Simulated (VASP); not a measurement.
# TaH5 (P6/mmm) in VASP: notebook

The runs below take TaH5 through single point, relaxation of cell and atoms, with PBE.

Program: VASP 6.6.1. These are calculated values, not measurements. Logs are shortened: lines on timing, memory, paths and dates and some standing lists are left out, and cuts for length are marked.

### 1 The cell of the first run

It takes space group P6/mmm (No. 191, hexagonal). Conventional cell: a = 3.452 Å, b = 3.452 Å, c = 2.948 Å, α = 90.00°, β = 90.00°, γ = 120.00°. Within 2.6 Å of Ta (site symmetry 6/mmm) lie 18 H at 1.99 to 2.27 Å. Within 2.3 Å of H (site symmetry mmm) lie 8 H at 1.73 to 1.78 Å and 4 Ta at 2.27 Å. H (site symmetry -6m2) has 9 H at 1.78 to 1.99 Å and 3 Ta at 1.99 Å within 2.4 Å.

### 2 Single point, PBE

INCAR reads:

```
SYSTEM = TaH5
  PREC = Accurate
  ENCUT = 500
  EDIFF = 1E-6
  ISMEAR = 0
  SIGMA = 0.1
  LREAL = .False.
  LASPH = .True.
  NELM = 120
  ALGO = Normal
  ISIF = 2
  LWAVE = .False.
  LCHARG = .False.
  GGA = PE
  NBANDS = 17
  GGA_COMPAT = .False.
```

KPOINTS reads:

```
Automatic mesh
0
Gamma
  6 6 6
  0 0 0
```

POSCAR reads:

```
TaH5
1.0
    3.4524530061      0.0000000023      0.0000000000
   -1.7262265051      2.9899120075      0.0000000000
    0.0000000000      0.0000000000      2.9483825065
Ta H
1 5
Direct
    0.0000000000      0.0000000000      0.0000000000
    0.0000000000      0.5000000000      0.5000000000
    0.3333333333      0.6666666667      0.0000000000
    0.6666666667      0.3333333333      0.0000000000
    0.5000000000      0.0000000000      0.5000000000
    0.5000000000      0.5000000000      0.5000000000
```

Potentials or basis: VASP PAW PBE potentials, release 64 (Ta_pv, H).

Command:

```console
> cat potpaw_PBE.64/Ta_pv/POTCAR potpaw_PBE.64/H/POTCAR > POTCAR
> mpirun -np 1 vasp_std > vasp.out
```

OUTCAR:

```text
SYSTEM = TaH5
   PREC = Accurate
   ENCUT = 500
   EDIFF = 1E-6
   ISMEAR = 0
   LREAL = .False.
   LASPH = .True.
   NELM = 120
   ISIF = 2
   GGA = PE

 ion  position               nearest neighbor table
   1  0.000  0.000  0.000-   3 1.99   4 1.99   4 1.99   3 1.99   4 1.99   3 1.99
   2  0.000  0.500  0.500-
   3  0.333  0.667  0.000-   1 1.99   1 1.99   1 1.99
   4  0.667  0.333  0.000-   1 1.99   1 1.99   1 1.99
   5  0.500  0.000  0.500-
   6  0.500  0.500  0.500-

  LATTYP: Found a hexagonal cell.
 ALAT       =     3.4524530061
 C/A-ratio  =     0.8539964197

  Lattice vectors:

 A1 = (   3.4524530061,   0.0000000023,   0.0000000000)
 A2 = (  -1.7262265051,   2.9899120075,   0.0000000000)
 A3 = (   0.0000000000,   0.0000000000,   2.9483825065)

Analysis of symmetry for initial positions (statically):
=====================================================================
 Subroutine PRICEL returns:
 Original cell was already a primitive cell.

 Routine SETGRP: Setting up the symmetry group for a
 hexagonal supercell.

 Subroutine GETGRP returns: Found 24 space group operations
 (whereof 24 operations were pure point group operations)
 out of a pool of 24 trial point group operations.

The static configuration has the point symmetry D_6h.

Analysis of symmetry for dynamics (positions and initial velocities):
=====================================================================
 Subroutine PRICEL returns:
 Original cell was already a primitive cell.

 Routine SETGRP: Setting up the symmetry group for a
 hexagonal supercell.

 Subroutine GETGRP returns: Found 24 space group operations
 (whereof 24 operations were pure point group operations)
 out of a pool of 24 trial point group operations.

The dynamic configuration has the point symmetry D_6h.

 Subroutine INISYM returns: Found 24 space group operations
 (whereof 24 operations are pure point group operations),
 and found     1 'primitive' translations

----------------------------------------------------------------------------------------

                                     Primitive cell

  volume of cell :      30.4348

  direct lattice vectors                    reciprocal lattice vectors
     3.452453006  0.000000002  0.000000000     0.289649127  0.167229002  0.000000000
    -1.726226505  2.989912008  0.000000000    -0.000000000  0.334458003  0.000000000
     0.000000000  0.000000000  2.948382507     0.000000000  0.000000000  0.339169018

  length of vectors
     3.452453006  3.452453006  2.948382507     0.334458003  0.334458003  0.339169018

  position of ions in fractional coordinates (direct lattice)
     0.000000000  0.000000000  0.000000000
     1.000000000  0.500000000  0.500000000
     0.333333333  0.666666667  0.000000000
     0.666666667  0.333333333  0.000000000
     0.500000000  1.000000000  0.500000000
     0.500000000  0.500000000  0.500000000

  ion indices of the primitive-cell ions
   primitive index   ion index
                 1           1
                 2           2
                 3           3
                 4           4
                 5           5
                 6           6

----------------------------------------------------------------------------------------

 KPOINTS: Automatic mesh

Automatic generation of k-mesh.
 Grid dimensions read from file:
 generate k-points for:    6    6    6

 Generating k-lattice:

  Cartesian coordinates                     Fractional coordinates (reciprocal lattice)
     0.048274855  0.027871500  0.000000000     0.166666667 -0.000000000  0.000000000
    -0.000000000  0.055743001  0.000000000     0.000000000  0.166666667  0.000000000
     0.000000000  0.000000000  0.056528170     0.000000000  0.000000000  0.166666667

  Length of vectors
     0.055743001  0.055743001  0.056528170

  Shift w.r.t. Gamma in fractional coordinates (k-lattice)
     0.000000000  0.000000000  0.000000000

 Subroutine IBZKPT returns following result:
 ===========================================

 Found     28 irreducible k-points:

 Following reciprocal coordinates:
            Coordinates               Weight
  0.000000  0.000000  0.000000      1.000000
  0.166667  0.000000  0.000000      6.000000
  0.333333 -0.000000  0.000000      6.000000
  0.500000 -0.000000  0.000000      3.000000
  0.166667  0.166667  0.000000      6.000000
  0.333333  0.166667  0.000000     12.000000
[... 16 lines left out ...]
  0.166667  0.000000  0.500000      6.000000
  0.333333 -0.000000  0.500000      6.000000
 [... further k-points ...]
   k-points           NKPTS =     28   k-points in BZ     NKDIM =     28   number of bands    NBANDS=     17
   number of dos      NEDOS =    301   number of ions     NIONS =      6
   total plane-waves  NPLWV =  18816
   dimension x,y,z NGX =    28 NGY =   28 NGZ =   24
   dimension x,y,z NGXF=    56 NGYF=   56 NGZF=   48
   ions per type =               1   5
   NGX,Y,Z   is equivalent  to a cutoff of  13.48, 13.48, 13.53 a.u.
   NGXF,Y,Z  is equivalent  to a cutoff of  26.97, 26.97, 27.07 a.u.
 SYSTEM =  TaH5
   PREC   = accura    normal or accurate (medium, high low for compatibility)
   ISTART =      0    job   : 0-new  1-cont  2-samecut
   ICHARG =      2    charge: 1-file 2-atom 10-const
   ISPIN  =      1    spin polarized calculation?
   LNONCOLLINEAR =      F non collinear calculations
   LSORBIT =      F    spin-orbit coupling
   LASPH  =      T    aspherical Exc in radial PAW
   ENCUT  =  500.0 eV  36.75 Ry    6.06 a.u.   6.29  6.29  5.38*2*pi/ulx,y,z
   NELM   =    120;   NELMIN=  2; NELMDL= -5     # of ELM steps
   EDIFF  = 0.1E-05   stopping-criterion for ELM
   LREAL  =      F    real-space projection
   EDIFFG = 0.1E-04   stopping-criterion for IOM
   NSW    =      0    number of steps for IOM
   IBRION =     -1    ionic relax: 0-MD 1-quasi-New 2-CG
   NFREE  =      0    steps in history (QN), initial steepest desc. (CG)
   ISIF   =      2    stress and relaxation
   ISYM   =      2    0-nonsym 1-usesym 2-fastsym
   POTIM  = 0.5000    time-step for ionic-motion
   TEBEG  =    0.0;   TEEND  =   0.0 temperature during run
   PSTRESS=    0.0 pullay stress
   NELECT =      16.0000    total number of electrons
   NUPDOWN=      -1.0000    fix difference up-down
   EMIN   =  10.00;   EMAX   =-10.00  energy-range for DOS
   EFERMI =   0.00;   METHOD = LEGACY
   ISMEAR =     0;   SIGMA  =   0.10  broadening in eV -4-tet -1-fermi 0-gaus
   EFERMI_NEDOS =   21; number of points for ismear=-14 and -15
   IALGO  =     38    algorithm
   IMIX   =      4    mixing-type and parameters
     AMIX     =   0.40;   BMIX     =  1.00
     AMIX_MAG =   1.60;   BMIX_MAG =  1.00
  volume/ion in A,a.u.               =       5.07        34.23
  Fermi-wavevector in a.u.,A,eV,Ry     =   1.321270  2.496838 23.752421  1.745754
  Thomas-Fermi vector in A             =   2.451036
   LORBIT       =      0    0 simple, 1 ext, 2 COOP (PROOUT), +10 PAW based schemes
   GGA     = PE    functional components
   LHFCALC =     F    Hartree Fock is set to
   AEXX    =    0.0000 exact exchange contribution
   IVDW    =     0    specifies the selected vdW correction
   LEPSILON=     F    determine dielectric tensor
   LRPA    =     F    only Hartree local field effects (RPA)
 non-spin polarized calculation
 Gauss-broadening in eV      SIGMA  =   0.10
  energy-cutoff  :      500.00
  volume of cell :       30.43
 maximum number of plane-waves:       803
 NGX is ok and might be reduce to    28
   NGX = 13   NGY = 13   NGZ = 11

 number of electron      16.0000001 magnetization

 Free energy of the ion-electron system (eV)
  ---------------------------------------------------
  ext. energy  EPLUGINS =         0.00000000
  ---------------------------------------------------
  free energy    TOTEN  =       -26.10274333 eV

  energy without entropy =      -26.09869030  energy(sigma->0) =      -26.10071681

 E-fermi :   5.6189     XC(G=0): -12.2225

 val. band max:        5.6034682920   @ k =   0.3333   0.3333   0.1667
 cond. band min:       5.8557924292   @ k =   0.3333   0.3333   0.0000
 fundamental gap:      0.2523241372
 Fermi energy:         5.6189499344

 k-point     1 :       0.0000    0.0000    0.0000
  band No.  band energies     occupation
      1     -29.7268      2.00000
      2     -29.7268      2.00000
      3     -29.2969      2.00000
      4      -8.5291      2.00000
      5       0.5089      2.00000
      6       1.8808      2.00000
[... 9 lines left out ...]
     16      14.4315      0.00000
     17      18.5660      0.00000

 k-point     2 :       0.1667    0.0000    0.0000
  band No.  band energies     occupation
      1     -29.7931      2.00000
      2     -29.7407      2.00000
      3     -29.2918      2.00000
      4      -7.9390      2.00000
      5      -0.3425      2.00000
      6       0.8552      2.00000
[... 9 lines left out ...]
     16      16.5242      0.00000
     17      18.5745      0.00000

 k-point     3 :       0.3333   -0.0000    0.0000
  band No.  band energies     occupation
      1     -29.9227      2.00000
      2     -29.7686      2.00000
      3     -29.2817      2.00000
      4      -6.3817      2.00000
      5      -2.5504      2.00000
      6       1.4530      2.00000
[... 9 lines left out ...]
     16      18.5802      0.00000
     17      19.6609      0.00000

 k-point     4 :       0.5000   -0.0000    0.0000
  band No.  band energies     occupation
      1     -29.9860      2.00000
      2     -29.7825      2.00000
      3     -29.2766      2.00000
      4      -4.5059      2.00000
      5      -4.3639      2.00000
      6       1.4433      2.00000
[... 9 lines left out ...]
     16      18.5809      0.00000
     17      20.6295      0.00000

 k-point     5 :       0.1667    0.1667    0.0000
  band No.  band energies     occupation
      1     -29.8780      2.00000
      2     -29.7747      2.00000
      3     -29.2842      2.00000
      4      -6.8586      2.00000
      5      -1.9258      2.00000
      6       1.3164      2.00000
[... 9 lines left out ...]
     16      17.0755      0.00000
     17      18.5826      0.00000

 k-point     6 :       0.3333    0.1667    0.0000
  band No.  band energies     occupation
      1     -29.9522      2.00000
      2     -29.8175      2.00000
      3     -29.2766      2.00000
      4      -5.1047      2.00000
      5      -3.4299      2.00000
      6       1.0668      2.00000
[... 9 lines left out ...]
     16      18.6009      0.00000
     17      19.1763      0.00000

 k-point     7 :       0.3333    0.3333    0.0000
  band No.  band energies     occupation
      1     -29.9047      2.00000
      2     -29.9047      2.00000
      3     -29.2741      2.00000
      4      -3.9347      2.00000
      5      -3.9347      2.00000
      6       0.1256      2.00000
[... 9 lines left out ...]
     16      21.0937      0.00000
     17      21.0937      0.00000

 k-point     8 :       0.0000    0.0000    0.1667
  band No.  band energies     occupation
      1     -29.7115      2.00000
      2     -29.7115      2.00000
      3     -29.4578      2.00000
      4      -7.9910      2.00000
      5       0.2391      2.00000
      6       2.2761      2.00000
[... 9 lines left out ...]
     16      17.0427      0.00000
     17      18.5663      0.00000
[... 203 lines left out ...]
      1     -29.8207      2.00000
      2     -29.7422      2.00000
      3     -29.7251      2.00000
      4      -5.1295      2.00000
      5      -0.7677      2.00000
      6      -0.6173      2.00000
[... 9 lines left out ...]
     16      18.5781      0.00000
     17      18.8838      0.00000

 k-point    20 :       0.3333    0.1667    0.3333
  band No.  band energies     occupation
      1     -29.8887      2.00000
      2     -29.7646      2.00000
      3     -29.7278      2.00000
      4      -3.8678      2.00000
      5      -2.1820      2.00000
      6       0.3739      2.00000
[... 9 lines left out ...]
     16      18.5788      0.00000
     17      18.8102      0.00000

 k-point    21 :       0.3333    0.3333    0.3333
  band No.  band energies     occupation
      1     -29.8449      2.00000
      2     -29.8449      2.00000
      3     -29.7230      2.00000
      4      -2.8763      2.00000
      5      -2.8763      2.00000
      6       0.8023      2.00000
[... 9 lines left out ...]
     16      18.5812      0.00000
     17      20.0723      0.00000

 k-point    22 :       0.0000    0.0000    0.5000
  band No.  band energies     occupation
      1     -29.9171      2.00000
      2     -29.6655      2.00000
      3     -29.6655      2.00000
      4      -4.6819      2.00000
      5      -3.7204      2.00000
      6       4.4440      2.00000
[... 9 lines left out ...]
     16      18.5712      0.00000
     17      23.0646      0.00000

 k-point    23 :       0.1667    0.0000    0.5000
  band No.  band energies     occupation
      1     -29.9058      2.00000
      2     -29.7247      2.00000
      3     -29.6781      2.00000
      4      -4.0293      2.00000
      5      -3.6624      2.00000
      6       1.8784      2.00000
[... 9 lines left out ...]
     16      17.7479      0.00000
     17      18.5989      0.00000

 k-point    24 :       0.3333   -0.0000    0.5000
  band No.  band energies     occupation
      1     -29.8831      2.00000
      2     -29.8407      2.00000
      3     -29.7031      2.00000
      4      -3.4677      2.00000
      5      -2.4674      2.00000
      6       0.1915      2.00000
[... 9 lines left out ...]
     16      15.9069      0.00000
     17      18.5820      0.00000

 [... further k-points ...]
[... 5 lines left out ...]
  --------------------------------------------------------------------------------------
  -------------------------------------------------------------------------------------
  Total       -0.0548419     -0.0548419     -0.0648747      0.0000000      0.0000000      0.0000000
  in kB       -2.8870412     -2.8870412     -3.4151967      0.0000000      0.0000000      0.0000000
  external PRESSURE =      -3.0630930 kB  Pullay stress =       0.0000000 kB

 VOLUME and BASIS-vectors are now :
 -----------------------------------------------------------------------------
  energy-cutoff  :      500.00
  volume of cell :       30.43
      direct lattice vectors                 reciprocal lattice vectors
     3.452453006  0.000000002  0.000000000     0.289649127  0.167229002  0.000000000
    -1.726226505  2.989912008  0.000000000    -0.000000000  0.334458003  0.000000000
     0.000000000  0.000000000  2.948382507     0.000000000  0.000000000  0.339169018

 POSITION                                       TOTAL-FORCE (eV/Angst)
 -----------------------------------------------------------------------------------
      0.00000      0.00000      0.00000        -0.000000      0.000000      0.000000
     -0.86311      1.49496      1.47419        -0.000000      0.000000      0.000000
     -0.00000      1.99327      0.00000         0.000000     -0.000000      0.000000
      1.72623      0.99664      0.00000        -0.000000     -0.000000      0.000000
      1.72623      0.00000      1.47419        -0.000000      0.000000      0.000000
      0.86311      1.49496      1.47419        -0.000000      0.000000      0.000000
 -----------------------------------------------------------------------------------
    total drift:                               -0.000000      0.000000     -0.000000

  FREE ENERGIE OF THE ION-ELECTRON SYSTEM (eV)
  ---------------------------------------------------
  free  energy   TOTEN  =       -26.1027433277 eV

  energy  without entropy=      -26.0986902957  energy(sigma->0) =      -26.10071681
```

It took 20 s on 1 thread of Intel Xeon 8259CL, shared host; peak memory 0.15 GiB.

Results:

```
Free energy            : -26.1027 eV
Pressure               : -0.3 GPa
Band gap on the k mesh : zero (band 8 reaches 6.89 eV, above the bottom of band 9 at 4.87 eV)
```

Levels at points of the mesh, in eV from the Fermi level:
| k point | band 6 | band 7 | band 8 | band 9 | band 10 | band 11 |
| --- | --- | --- | --- | --- | --- | --- |
| (0.00, 0.00, 0.00) | -3.74 | -3.74 | -1.69 | 2.77 | 2.77 | 4.93 |
| (0.50, 0.00, 0.00) | -4.18 | -0.91 | 0.58 | 1.51 | 1.71 | 1.88 |
| (0.00, 0.00, 0.50) | -1.17 | -1.17 | -0.75 | -0.75 | -0.48 | 1.38 |
| (0.50, 0.00, 0.50) | -5.73 | -4.71 | -3.36 | 2.19 | 2.97 | 6.00 |

Caveat: spin-orbit coupling is left out, which moves the levels of the heavy elements.

### 3 Single point, PBE

This run uses another cell than the first one, of 9.05 Å³/atom, 1.784 times its volume.

INCAR reads:

```
SYSTEM = TaH5
PREC = Accurate ; ENCUT = 500
EDIFF = 1E-6 ; ISMEAR = 0
SIGMA = 0.1 ; LREAL = .False.
LASPH = .True. ; NELM = 120
ALGO = Normal ; ISIF = 2
LWAVE = .False. ; LCHARG = .False.
GGA = PE ; NBANDS = 17
GGA_COMPAT = .False.
```

KPOINTS reads:

```
regular mesh
0
Gamma
  6 6 6
  0 0 0
```

POSCAR reads:

```
TaH5
1.0
    4.2898409500      0.0000000000      0.0000000000
   -2.1449204800      3.7151112500      0.0000000000
    0.0000000000      0.0000000000      3.4074559800
Ta H
1 5
Direct
    0.0000000000      0.0000000000      0.0000000000
    0.0000000000      0.5000000000      0.5000000000
    0.3333333300      0.6666666700      0.0000000000
    0.6666666700      0.3333333300      0.0000000000
    0.5000000000      0.0000000000      0.5000000000
    0.5000000000      0.5000000000      0.5000000000
```

Potentials or basis: VASP PAW PBE potentials, release 64 (Ta_pv, H).

Command:

```console
> cat potpaw_PBE.64/Ta_pv/POTCAR potpaw_PBE.64/H/POTCAR > POTCAR
> mpirun -np 1 vasp_std > vasp.out
```

It took 25 s on 1 thread of Intel Xeon 8259CL, shared host; peak memory 0.18 GiB.

Results (log left out):

```yaml
Free_energy: -21.7794 eV
Pressure: -35.5 GPa
Band_gap_on_the_k_mesh: zero (band 8 reaches 2.18 eV, above the bottom of band 9 at 0.95 eV)
```

Stress tensor (GPa, compression positive):
```
-38.32   0.00   0.00
  0.00 -38.32   0.00
  0.00   0.00 -29.83
```

Levels at points of the mesh, in eV from the Fermi level:
| k point | band 5 | band 6 | band 7 | band 8 | band 9 | band 10 | band 11 | band 12 |
| --- | --- | --- | --- | --- | --- | --- | --- | --- |
| (0.00, 0.00, 0.00) | -2.52 | -2.22 | -2.22 | -0.96 | 1.29 | 1.29 | 2.57 | 3.26 |
| (0.50, 0.00, 0.00) | -6.41 | -2.55 | -1.00 | 0.37 | 0.48 | 0.73 | 1.17 | 1.66 |
| (0.00, 0.00, 0.50) | -5.85 | -0.52 | -0.52 | -0.42 | -0.42 | -0.22 | 0.68 | 0.68 |
| (0.50, 0.00, 0.50) | -4.08 | -3.84 | -2.90 | -1.95 | 0.74 | 0.80 | 2.65 | 3.03 |

Caveat: spin-orbit coupling is left out, which moves the levels of the heavy elements.

(Part 1 of 2 ends here.)
